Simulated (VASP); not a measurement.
# AgCl (Fm-3m) in VASP: further runs, part 2 of 2

VASP 6.6.1. Earlier steps stand in the parts before.

## Step 4: Single point, PBEsol

This run uses another cell than the first one, of 15.51 Å³/atom.

INCAR reads:

```
ALGO = Normal ; EDIFF = 1E-6
ENCUT = 520 ; GGA = PS
ISIF = 2 ; ISMEAR = -1
LASPH = True ; LCHARG = False
LREAL = False ; LWAVE = False
NBANDS = 16 ; NELM = 80
PREC = Accurate ; SIGMA = 0.05
```

KPOINTS reads:

```
k-points
0
Gamma
  8 8 8
```

POSCAR reads:

```
AgCl
1.0
    0.0000000000      2.4939969405      2.4939969405
    2.4939969405      0.0000000000      2.4939969405
    2.4939969405      2.4939969405      0.0000000000
Ag Cl
1 1
Direct
    0.0000000000      0.0000000000      0.0000000000
    0.5000000000      0.5000000000      0.5000000000
```

Potentials or basis: VASP PAW PBE potentials, release 64 (Ag, Cl).

Command:

```
$ cat potpaw_PBE.64/Ag/POTCAR potpaw_PBE.64/Cl/POTCAR > POTCAR
$ mpirun -np 1 vasp_std > vasp.out
```

OUTCAR:

```text
EDIFF = 1E-6
   ENCUT = 520
   GGA = PS
   ISIF = 2
   ISMEAR = -1
   LASPH = True
   LREAL = False
   NELM = 80
   PREC = Accurate

 ion  position               nearest neighbor table
   1  0.000  0.000  0.000-   2 2.49   2 2.49   2 2.49   2 2.49   2 2.49   2 2.49
   2  0.500  0.500  0.500-   1 2.49   1 2.49   1 2.49   1 2.49   1 2.49   1 2.49

  LATTYP: Found a face centered cubic cell.
 ALAT       =     4.9879938810

  Lattice vectors:

 A1 = (   0.0000000000,   2.4939969405,   2.4939969405)
 A2 = (   2.4939969405,   0.0000000000,   2.4939969405)
 A3 = (   2.4939969405,   2.4939969405,   0.0000000000)

Analysis of symmetry for initial positions (statically):
=====================================================================
 Subroutine PRICEL returns:
 Original cell was already a primitive cell.

 Routine SETGRP: Setting up the symmetry group for a
 face centered cubic supercell.

 Subroutine GETGRP returns: Found 48 space group operations
 (whereof 48 operations were pure point group operations)
 out of a pool of 48 trial point group operations.

The static configuration has the point symmetry O_h .

Analysis of symmetry for dynamics (positions and initial velocities):
[... 159 lines left out ...]
 E-fermi :   9.0746     XC(G=0): -11.9524

 val. band max:        8.5443796112   @ k =   0.5000   0.0000   0.0000
 cond. band min:       9.4753921103   @ k =   0.0000   0.0000   0.0000
 fundamental gap:      0.9310124992
 Fermi energy:         9.0746433170

 k-point     1 :       0.0000    0.0000    0.0000
  band No.  band energies     occupation
      1      -9.2618      2.00000
      2       4.2296      2.00000
      3       4.2296      2.00000
      4       4.2296      2.00000
      5       4.3041      2.00000
      6       4.3041      2.00000
[... 433 lines left out ...]
      3       1.7981      2.00000
      4       1.9348      2.00000
      5       4.9088      2.00000
      6       5.0224      2.00000
[... 8 lines left out ...]
     15      22.9496      0.00000
     16      24.6362      0.00000

 [... further k-points ...]

------------------------ aborting loop because EDIFF is reached ----------------------------------------

  FORCE on cell =-STRESS in cart. coord.  units (eV):
  Direction    XX          YY          ZZ          XY          YZ          ZX
  --------------------------------------------------------------------------------------
  -------------------------------------------------------------------------------------
  Total        5.7811303      5.7811303      5.7811303      0.0000000      0.0000000     -0.0000000
  in kB      298.5421070    298.5421070    298.5421070      0.0000000      0.0000000     -0.0000000
  external PRESSURE =     298.5421070 kB  Pullay stress =       0.0000000 kB

 VOLUME and BASIS-vectors are now :
 -----------------------------------------------------------------------------
  energy-cutoff  :      520.00
  volume of cell :       31.03
      direct lattice vectors                 reciprocal lattice vectors
     0.000000000  2.493996941  2.493996941    -0.200481401  0.200481401  0.200481401
     2.493996941  0.000000000  2.493996941     0.200481401 -0.200481401  0.200481401
     2.493996941  2.493996941  0.000000000     0.200481401  0.200481401 -0.200481401

 POSITION                                       TOTAL-FORCE (eV/Angst)
 -----------------------------------------------------------------------------------
      0.00000      0.00000      0.00000        -0.000000     -0.000000     -0.000000
      2.49400      2.49400      2.49400         0.000000      0.000000      0.000000
 -----------------------------------------------------------------------------------
    total drift:                                0.000000      0.000000      0.000000

  FREE ENERGIE OF THE ION-ELECTRON SYSTEM (eV)
  ---------------------------------------------------
  free  energy   TOTEN  =        -5.3932472562 eV

  energy  without entropy=       -5.3932458797  energy(sigma->0) =       -5.39324657
```

OSZICAR:

```text
N       E                     dE             d eps       ncg     rms          rms(c)
DAV:   1     0.103510997037E+03    0.10351E+03   -0.92717E+03   952   0.106E+03
DAV:   2    -0.239260062376E+01   -0.10590E+03   -0.98271E+02  1208   0.239E+02
DAV:   3    -0.556760099070E+01   -0.31750E+01   -0.31689E+01  1096   0.437E+01
DAV:   4    -0.558548342024E+01   -0.17882E-01   -0.17882E-01  1168   0.352E+00
DAV:   5    -0.558566078992E+01   -0.17737E-03   -0.17737E-03  1088   0.338E-01    0.155E+01
DAV:   6    -0.540391601139E+01    0.18174E+00   -0.31508E-01  1136   0.822E+00    0.982E+00
DAV:   7    -0.539532069080E+01    0.85953E-02   -0.87959E-02  1080   0.205E+00    0.267E+00
DAV:   8    -0.539340562521E+01    0.19151E-02   -0.30613E-03  1032   0.620E-01    0.388E-01
DAV:   9    -0.539323847916E+01    0.16715E-03   -0.96461E-04  1088   0.260E-01    0.717E-02
DAV:  10    -0.539324329306E+01   -0.48139E-05   -0.82254E-06  1144   0.332E-02    0.300E-02
DAV:  11    -0.539324711349E+01   -0.38204E-05   -0.28309E-06  1032   0.156E-02    0.633E-03
DAV:  12    -0.539324725615E+01   -0.14266E-06   -0.22216E-07   544   0.384E-03
   1 F= -.53932473E+01 E0= -.53932466E+01  d E =-.137645E-05
```

stdout:

```text
POSCAR found type information on POSCAR AgCl
 POSCAR found :  2 types and       2 ions
 scaLAPACK will be used
 -----------------------------------------------------------------------------
|                                                                             |
|                                                                             |
|     You enforced a specific xc type in the INCAR file but a different       |
|     I HOPE YOU KNOW WHAT YOU ARE DOING!                                     |
|                                                                             |
 -----------------------------------------------------------------------------

 LDA part: xc-table for (Slater+PW92), standard interpolation
 POSCAR, INCAR and KPOINTS ok, starting setup
 FFT: planning ... GRIDC
 FFT: planning ... GRID_SOFT
 FFT: planning ... GRID
 WAVECAR not read
 entering main loop
```

Run time: 27 s. Hardware: 1 thread of Intel Xeon 8259CL, shared host; peak memory 0.16 GiB.

What came out:

| Item | Value |
| --- | --- |
| Free energy | -5.3932 eV |
| Pressure | 29.9 GPa |
| Band gap on the k mesh | 0.93 eV (least direct gap 2.91 eV) |

Levels at points of the mesh, in eV from the valence-band top:
```csv
k point,band 5,band 6,band 7,band 8,band 9,band 10,band 11,band 12,band 13,band 14
"(0.00, 0.00, 0.00)",-4.24,-4.24,-3.83,-3.83,-3.83,0.93,10.58,10.58,10.58,11.24
"(0.50, 0.00, 0.00)",-3.51,-3.51,-2.95,0.00,0.00,2.91,6.67,6.67,8.53,13.38
"(0.50, 0.50, 0.00)",-5.05,-3.85,-3.27,-3.27,-2.78,1.53,7.39,9.62,13.14,13.14
```

Caveat: the cell stands under pressure; the PAW data sets were made with another functional, which shifts forces and pressure a little.

## Step 5: Overview

| cell | gap on the mesh (eV) | pressure (GPa) |
| --- | --- | --- |
| a = 3.919 Å, angles 60.0°, 2 atoms | 0.73 | -2.6 |
| a = 3.944 Å, angles 60.0°, 2 atoms | 0.74 | -3.4 |
| a = 3.527 Å, angles 60.0°, 2 atoms | 0.93 | 29.9 |

Alike in all rows: task single point; level PBEsol; potentials or basis VASP PAW PBE potentials, release 64 (Ag, Cl); no spin polarisation; k mesh 8 × 8 × 8; cutoff (eV) 520; smearing fermi-dirac 0.05 eV.

Caveats: the PAW data sets were made with another functional, which shifts forces and pressure a little; the cell stands under tension (at least some runs); the cell stands under pressure (at least some runs).

Total energies depend on the potentials used, so only differences within one code and one set of settings carry meaning.
